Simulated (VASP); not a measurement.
# Al (Fm-3m) in VASP: a series of runs

The runs below take Al through single point, with PBEsol.

Everything below comes from runs of VASP 6.6.1. Logs are shortened: lines on timing, memory, paths and dates and some standing lists are left out, and cuts for length are marked.

### 1 The cell of the first run

It takes space group Fm-3m (No. 225, cubic). The conventional cell has a = 3.967 Å, b = 3.967 Å, c = 3.967 Å, α = 90.00°, β = 90.00°, γ = 90.00°. Al (site symmetry m-3m) has 12 Al at 2.81 Å within 3.7 Å.

### 2 Single point, PBEsol

Contents of INCAR:

```
PREC = Accurate
ENCUT = 520
EDIFF = 1E-7
ISMEAR = 0
SIGMA = 0.05
LREAL = False
LASPH = True
NELM = 80
ALGO = Normal
ISIF = 2
LWAVE = False
LCHARG = False
GGA = PS
NBANDS = 8
```

Contents of KPOINTS:

```
regular mesh
0
Gamma
  14 14 14
```

Contents of POSCAR:

```
Al
1.0
    0.0000000000      1.9834708509      1.9834708509
    1.9834708509      0.0000000000      1.9834708509
    1.9834708509      1.9834708509      0.0000000000
Al
1
Direct
    0.0000000000      0.0000000000      0.0000000000
```

Potentials or basis: VASP PAW PBE potentials, release 64 (Al).

Launch:

```console
$ cat potpaw_PBE.64/Al/POTCAR > POTCAR
$ mpirun -np 1 vasp_std > vasp.out
```

OUTCAR:

```text
PREC = Accurate
   ENCUT = 520
   EDIFF = 1E-7
   ISMEAR = 0
   LREAL = False
   LASPH = True
   NELM = 80
   ISIF = 2
   GGA = PS

 ion  position               nearest neighbor table
   1  0.000  0.000  0.000-

  LATTYP: Found a face centered cubic cell.
 ALAT       =     3.9669417018

  Lattice vectors:

 A1 = (   0.0000000000,   1.9834708509,   1.9834708509)
 A2 = (   1.9834708509,   0.0000000000,   1.9834708509)
 A3 = (   1.9834708509,   1.9834708509,   0.0000000000)

Analysis of symmetry for initial positions (statically):
=====================================================================
 Subroutine PRICEL returns:
 Original cell was already a primitive cell.

 Routine SETGRP: Setting up the symmetry group for a
 face centered cubic supercell.

 Subroutine GETGRP returns: Found 48 space group operations
 (whereof 48 operations were pure point group operations)
 out of a pool of 48 trial point group operations.

The static configuration has the point symmetry O_h .

Analysis of symmetry for dynamics (positions and initial velocities):
=====================================================================
 Subroutine PRICEL returns:
 Original cell was already a primitive cell.

 Routine SETGRP: Setting up the symmetry group for a
 face centered cubic supercell.

 Subroutine GETGRP returns: Found 48 space group operations
 (whereof 48 operations were pure point group operations)
 out of a pool of 48 trial point group operations.

The dynamic configuration has the point symmetry O_h .

 Subroutine INISYM returns: Found 48 space group operations
 (whereof 48 operations are pure point group operations),
 and found     1 'primitive' translations

----------------------------------------------------------------------------------------

                                     Primitive cell

  volume of cell :      15.6066

  direct lattice vectors                    reciprocal lattice vectors
     0.000000000  1.983470851  1.983470851    -0.252083362  0.252083362  0.252083362
     1.983470851  0.000000000  1.983470851     0.252083362 -0.252083362  0.252083362
     1.983470851  1.983470851  0.000000000     0.252083362  0.252083362 -0.252083362

  length of vectors
     2.805051378  2.805051378  2.805051378     0.436621190  0.436621190  0.436621190

  position of ions in fractional coordinates (direct lattice)
     0.000000000  0.000000000  0.000000000

[... 76 lines left out ...]
   LREAL  =      F    real-space projection
   EDIFFG = 0.1E-05   stopping-criterion for IOM
   NSW    =      0    number of steps for IOM
   IBRION =     -1    ionic relax: 0-MD 1-quasi-New 2-CG
   NFREE  =      0    steps in history (QN), initial steepest desc. (CG)
   ISIF   =      2    stress and relaxation
   ISYM   =      2    0-nonsym 1-usesym 2-fastsym
   POTIM  = 0.5000    time-step for ionic-motion
   TEBEG  =    0.0;   TEEND  =   0.0 temperature during run
   PSTRESS=    0.0 pullay stress
   NELECT =       3.0000    total number of electrons
   NUPDOWN=      -1.0000    fix difference up-down
   EMIN   =  10.00;   EMAX   =-10.00  energy-range for DOS
   EFERMI =   0.00;   METHOD = LEGACY
   ISMEAR =     0;   SIGMA  =   0.05  broadening in eV -4-tet -1-fermi 0-gaus
   EFERMI_NEDOS =   21; number of points for ismear=-14 and -15
   IALGO  =     38    algorithm
   IMIX   =      4    mixing-type and parameters
     AMIX     =   0.40;   BMIX     =  1.00
     AMIX_MAG =   1.60;   BMIX_MAG =  1.00
  volume/ion in A,a.u.               =      15.61       105.32
  Fermi-wavevector in a.u.,A,eV,Ry     =   0.944814  1.785439 12.145548  0.892673
  Thomas-Fermi vector in A             =   2.072655
   LORBIT       =      0    0 simple, 1 ext, 2 COOP (PROOUT), +10 PAW based schemes
   GGA     = PS    functional components
   LHFCALC =     F    Hartree Fock is set to
   AEXX    =    0.0000 exact exchange contribution
   IVDW    =     0    specifies the selected vdW correction
   LEPSILON=     F    determine dielectric tensor
   LRPA    =     F    only Hartree local field effects (RPA)
 non-spin polarized calculation
 Gauss-broadening in eV      SIGMA  =   0.05
  energy-cutoff  :      520.00
  volume of cell :       15.61
 maximum number of plane-waves:       444
 NGX is ok and might be reduce to    24
   NGX = 11   NGY = 11   NGZ = 11

 number of electron       3.0000000 magnetization

 Free energy of the ion-electron system (eV)
  ---------------------------------------------------
  ext. energy  EPLUGINS =         0.00000000
  ---------------------------------------------------
  free energy    TOTEN  =        -4.08028922 eV

  energy without entropy =       -4.07973823  energy(sigma->0) =       -4.08001372

 E-fermi :   8.5065     XC(G=0): -10.4618

 val. band max:        8.4642859205   @ k =  -0.3571   0.4286   0.0714
 cond. band min:       8.5150822431   @ k =  -0.3571   0.3571   0.0000
 fundamental gap:      0.0507963226
 Fermi energy:         8.5065490085

 k-point     1 :       0.0000    0.0000    0.0000
  band No.  band energies     occupation
      1      -2.9784      2.00000
      2      21.4471      0.00000
      3      21.4471      0.00000
      4      21.4471      0.00000
      5      23.3696      0.00000
      6      23.3696      0.00000
      7      23.3696      0.00000
      8      25.4367      0.00000
[... 243 lines left out ...]
 k-point    24 :       0.2857    0.1429    0.0000
  band No.  band energies     occupation
      1      -0.8843      2.00000
      2      12.9501      0.00000
      3      17.2938      0.00000
      4      18.7222      0.00000
      5      19.3901      0.00000
      6      23.3958      0.00000
      7      27.3436      0.00000
      8      27.9793      0.00000

 [... further k-points ...]

------------------------ aborting loop because EDIFF is reached ----------------------------------------

  FORCE on cell =-STRESS in cart. coord.  units (eV):
  Direction    XX          YY          ZZ          XY          YZ          ZX
  --------------------------------------------------------------------------------------
  -------------------------------------------------------------------------------------
  Total        0.2946821      0.2946821      0.2946821     -0.0000000     -0.0000000     -0.0000000
  in kB       30.2521946     30.2521946     30.2521946     -0.0000000     -0.0000000     -0.0000000
  external PRESSURE =      30.2521946 kB  Pullay stress =       0.0000000 kB

 VOLUME and BASIS-vectors are now :
 -----------------------------------------------------------------------------
  energy-cutoff  :      520.00
  volume of cell :       15.61
      direct lattice vectors                 reciprocal lattice vectors
     0.000000000  1.983470851  1.983470851    -0.252083362  0.252083362  0.252083362
     1.983470851  0.000000000  1.983470851     0.252083362 -0.252083362  0.252083362
     1.983470851  1.983470851  0.000000000     0.252083362  0.252083362 -0.252083362

 POSITION                                       TOTAL-FORCE (eV/Angst)
 -----------------------------------------------------------------------------------
      0.00000      0.00000      0.00000         0.000000      0.000000      0.000000
 -----------------------------------------------------------------------------------
    total drift:                                0.000000     -0.000000     -0.000000

  FREE ENERGIE OF THE ION-ELECTRON SYSTEM (eV)
  ---------------------------------------------------
  free  energy   TOTEN  =        -4.0802892153 eV

  energy  without entropy=       -4.0797382336  energy(sigma->0) =       -4.08001372
```

stdout:

```text
POSCAR found type information on POSCAR Al
 POSCAR found :  1 types and       1 ions
 scaLAPACK will be used
 -----------------------------------------------------------------------------
|                                                                             |
|                                                                             |
|     You enforced a specific xc type in the INCAR file but a different       |
|     I HOPE YOU KNOW WHAT YOU ARE DOING!                                     |
|                                                                             |
 -----------------------------------------------------------------------------

 LDA part: xc-table for (Slater+PW92), standard interpolation
 POSCAR, INCAR and KPOINTS ok, starting setup
 FFT: planning ... GRIDC
 FFT: planning ... GRID_SOFT
 FFT: planning ... GRID
 WAVECAR not read
 entering main loop
```

Wall time 7 s (1 thread of Intel Xeon Platinum 8375C at 2.90GHz (Ice Lake), shared host); peak memory 0.13 GiB.

Results:

```yaml
Free_energy: -4.0803 eV
Pressure: 3.0 GPa
```

Caveat: the PAW data sets were made with another functional, which shifts forces and pressure a little.

### 3 Single point, PBEsol

This run uses another cell than the first one, of 16.60 Å³/atom, 1.064 times its volume.

Contents of INCAR:

```
SYSTEM = Al
PREC = Accurate
ENCUT = 520
EDIFF = 1E-7
ISMEAR = 0
SIGMA = 0.05
LREAL = .FALSE.
LASPH = .TRUE.
NELM = 100
ALGO = Fast
ISIF = 2
LWAVE = .FALSE.
LCHARG = .FALSE.
GGA = PS
NBANDS = 8
```

Contents of KPOINTS:

```
regular mesh
0
G
  14 14 14
  0 0 0
```

Contents of POSCAR:

```
Al
1.0
    0.0000000000      2.0248050000      2.0248050000
    2.0248050000      0.0000000000      2.0248050000
    2.0248050000      2.0248050000      0.0000000000
Al
1
Direct
    0.0000000000      0.0000000000      0.0000000000
```

Potentials or basis: VASP PAW PBE potentials, release 64 (Al).

Launch:

```console
$ cat potpaw_PBE.64/Al/POTCAR > POTCAR
$ mpirun -np 1 vasp_std > vasp.out
```

It took 8.6 s on 1 thread of Intel Xeon Platinum 8375C at 2.90GHz (Ice Lake), shared host; peak memory 0.14 GiB.

Results (log left out):

```yaml
Free_energy: -4.0821 eV
Pressure: -2.2 GPa
```

Levels at points of the mesh, in eV from the Fermi level:
```
           k point  band 1  band 2  band 3  band 4
(0.00, 0.00, 0.00)  -11.06   12.59   12.59   12.59
(0.50, 0.00, 0.00)   -4.54   -4.34   11.36   11.36
(0.50, 0.50, 0.00)   -2.88   -1.58    5.28    5.59
```

Caveat: the PAW data sets were made with another functional, which shifts forces and pressure a little.
